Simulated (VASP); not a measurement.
# Ti: single point with PBEsol

Ti:

```
Ti
1.0
     2.91622    0.00000    0.00000
    -1.45811    2.52552    0.00000
     0.00000    0.00000    4.72427
Ti
2
Direct
  0.33333 0.66667 0.25000
  0.66667 0.33333 0.75000
```

```json
{
 "Program": "VASP 6.6.1",
 "Task": "single point",
 "Functional": "PBEsol",
 "Potentials or basis": "VASP PAW PBE potentials, release 64 (Ti_sv)",
 "Cutoff": "520 eV",
 "k mesh": "12 × 12 × 7",
 "Occupations": "fermi-dirac, width 0.05 eV",
 "Spin": "no spin polarisation"
}
```

- Pressure: -4.6 GPa
- Band gap on the k mesh: zero (band 12 reaches 8.94 eV, above the bottom of band 13 at 7.90 eV)

Stress tensor (GPa, compression positive):
```
-3.70  0.00  0.00
 0.00 -3.70  0.00
 0.00  0.00 -6.33
```

Levels at points of the mesh, in eV from the Fermi level:
```
           k point  band 10  band 11  band 12  band 13  band 14  band 15
(0.00, 0.00, 0.00)    -2.70     0.58     0.75     0.80     0.80     1.26
(0.50, 0.00, 0.00)    -2.15    -1.87    -0.53     0.54     0.58     1.09
```

Wall time 30 s on 1 thread of AMD EPYC 9R45 96-Core Processor (Zen 5), on a shared host, peak memory 0.15 GiB.

Caveat: the PAW data sets were made with another functional, which shifts forces and pressure a little.
